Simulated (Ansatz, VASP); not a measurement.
Ni in VASP and in Ansatz

```
Ni
1.0
     2.48939    0.00000    0.00000
     0.00000    2.48939    0.00000
     0.00000    0.00000   21.28080
Ni
4
Direct
  0.25000 0.25000 0.37834
  0.75000 0.75000 0.45800
  0.25000 0.25000 0.54200
  0.75000 0.75000 0.62166
```

Alike in both runs: functional PBE; k mesh 16 × 16 × 1; occupations fermi-dirac, width 0.1 eV; collinear spin.

Ansatz relaxed the structure, and its values are those at the end. VASP's run is a single point on that final structure, the one shown.

|  | VASP | Ansatz |
| --- | --- | --- |
| version | VASP 6.6.1 | Ansatz 0.2.0 |
| potentials or method | VASP PAW PBE potentials, release 64 (Ni) | PAW with Ansatz's default frozen-core files, scalar-relativistic |
| plane-wave cutoff (eV) | 520 | 420 |
| valence electrons in the cell | 40 | 72 |

Ansatz gave:

| Item | Value |
| --- | --- |
| rms of the force components (eV/Å) | 0.000 |
| net moment per atom (μB) | 0.68 |
| size of the moment on the site where the two differ most (μB) | 0.69 |

Task: What did VASP give for the same quantities?

Result: rms of the force components (eV/Å): 0.003; net moment per atom (μB): 0.67; size of the moment on the site where the two differ most (μB): 0.64.

Site moments also hang on the region over which each program counts them. VASP's potentials hold 40 valence electrons a cell and Ansatz's 72, so a difference there can come from the potentials and not from the codes. Ansatz's warnings: stress scf threshold loose.
